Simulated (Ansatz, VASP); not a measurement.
## Two plane-wave programs on MgC

Contents of INCAR:

```
SYSTEM = MgC
PREC = Accurate
ENCUT = 520
EDIFF = 1E-7
ISMEAR = 0
SIGMA = 0.1
LREAL = .FALSE.
LASPH = .TRUE.
NELM = 100
ALGO = Normal
ISIF = 2
LWAVE = .FALSE.
LCHARG = .TRUE.
GGA = PE
LELF = .TRUE.
LVHAR = .TRUE.
NBANDS = 10
```

Contents of KPOINTS:

```
regular mesh
0
G
  6 6 6
  0 0 0
```

File POSCAR:

```
MgC
1.0
   -1.8607485800      1.8912030300      2.0607474300
    1.8607485800     -1.8912030300      2.0607474300
    1.8607485800      1.8912030300     -2.0607474300
Mg C
1 1
Direct
    0.5000000000      0.0000000000      0.5000000000
    0.0000000000      0.0000000000      0.0000000000
```

Input for Ansatz:

```yaml
crystal:
  lattice:
    - [-1.86074858, 1.89120303, 2.06074743]
    - [1.86074858, -1.89120303, 2.06074743]
    - [1.86074858, 1.89120303, -2.06074743]
  atoms:
    - { symbol: Mg, position: [0.5, 0.0, 0.5] }
    - { symbol: C, position: [0.0, 0.0, 0.0] }
basis:
  ecutwfc: 420
kpoints:
  mp_grid: { grid: [6, 6, 6] }
hamiltonian:
  xc: pbe
scf:
  occupations: { method: gaussian, width: 0.1 }
  lower_state_search: "off"
output:
  forces: true
  stress: true
  eigenvalues: true
```

Alike in both runs: task single point; functional PBE; k mesh 6 × 6 × 6; occupations gaussian, width 0.1 eV; no spin polarisation.

|  | VASP | Ansatz |
| --- | --- | --- |
| version | VASP 6.6.1 | Ansatz 0.2.0 |
| potentials or method | VASP PAW PBE potentials, release 64 (Mg, C), cutoff 520 eV | scalar-relativistic, plane waves, PAW |
| valence electrons in the cell | 6 | 14 |

VASP gave:

```
gap on the k mesh at the Fermi level (eV)                     : none
pressure (GPa)                                                : 15.7
traceless stress, the component that is largest in VASP (GPa) : 55.86
```

Which values does Ansatz return?

gap on the k mesh at the Fermi level (eV): none; pressure (GPa): 15.4; traceless stress, the component that is largest in VASP (GPa): 54.97.

A gap of «none» marks a metal or a gap that the smearing closes. The functional is the same, so the differences come from potentials, cutoffs and numerics. VASP's potentials hold 6 valence electrons a cell and Ansatz's 14, so a difference there can come from the potentials and not from the codes.

The k mesh is coarse, so the values compare programs but aren't converged.
